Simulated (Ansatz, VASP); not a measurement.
WSe3 in VASP and in Ansatz

File INCAR:

```
SYSTEM = WSe3
  PREC = Accurate
  ENCUT = 600
  EDIFF = 1E-6
  ISMEAR = 0
  SIGMA = 0.1
  LREAL = .FALSE.
  LASPH = .TRUE.
  NELM = 100
  ALGO = Normal
  ISIF = 3
  LWAVE = .FALSE.
  LCHARG = .FALSE.
  GGA = PE
  IBRION = 2
  NSW = 100
  EDIFFG = -0.01
```

KPOINTS

```
regular mesh
0
G
  16 16 6
  0 0 0
```

POSCAR

```
WSe3
1.0
    3.0256536527      0.0000000000      0.0000000000
    0.0000000000      3.0256536527      0.0000000000
    0.0000000000      0.0000000000     10.6243429244
W Se
1 3
Direct
    0.5000000000      0.5000000000      0.5000000000
    0.0000000000      0.0000000000      0.3515453546
    0.0000000000      0.0000000000      0.6484546454
    0.0000000000      0.0000000000      0.0000000000
```

Input for Ansatz:

```yaml
crystal:
  lattice:
    - [3.0256536527, 0.0, 0.0]
    - [0.0, 3.0256536527, 0.0]
    - [0.0, 0.0, 10.6243429244]
  atoms:
    - { symbol: W, position: [0.5, 0.5, 0.5] }
    - { symbol: Se, position: [0.0, 0.0, 0.3515453546] }
    - { symbol: Se, position: [0.0, 0.0, 0.6484546454] }
    - { symbol: Se, position: [0.0, 0.0, 0.0] }
basis:
  ecutwfc: 420
kpoints:
  mp_grid: { grid: [16, 16, 6] }
hamiltonian:
  xc: pbe
scf:
  occupations: { method: gaussian, width: 0.1 }
output:
  forces: true
  stress: true
  eigenvalues: true
  write_density: true
  write_potential: true
  elf: true
  volumetric_format: npy
relax:
  adjacent_minimum: "off"
  f_tol: 0.01
  max_steps: 80
  cell: { stress_tol: 0.05 }
```

Alike in both runs: task relaxation of cell and atoms; functional PBE; k mesh 16 × 16 × 6; occupations gaussian, width 0.1 eV; no spin polarisation.

```csv
,VASP,Ansatz
version,VASP 6.6.1,Ansatz 0.2.0
potentials or method,"VASP PAW PBE potentials, release 64 (W_sv, Se), cutoff 600 eV","scalar-relativistic, plane waves, PAW"
valence electrons in the cell,32,62
```

|  | VASP | Ansatz | Ansatz less VASP |
| --- | --- | --- | --- |
| gap on the k mesh at the Fermi level, each at its own relaxed structure (eV) | none | none | - |
| relaxed volume (Å³/atom) | 24.35 | 24.32 | -0.039 |
| relaxed length of the cell vector where the two differ most in proportion (Å) | 3.027 | 3.026 | -0.0017 |

A gap of «none» marks a metal or a gap that the smearing closes. VASP's potentials hold 32 valence electrons a cell and Ansatz's 62, so a difference there can come from the potentials and not from the codes.

Neither program's run includes spin-orbit coupling.
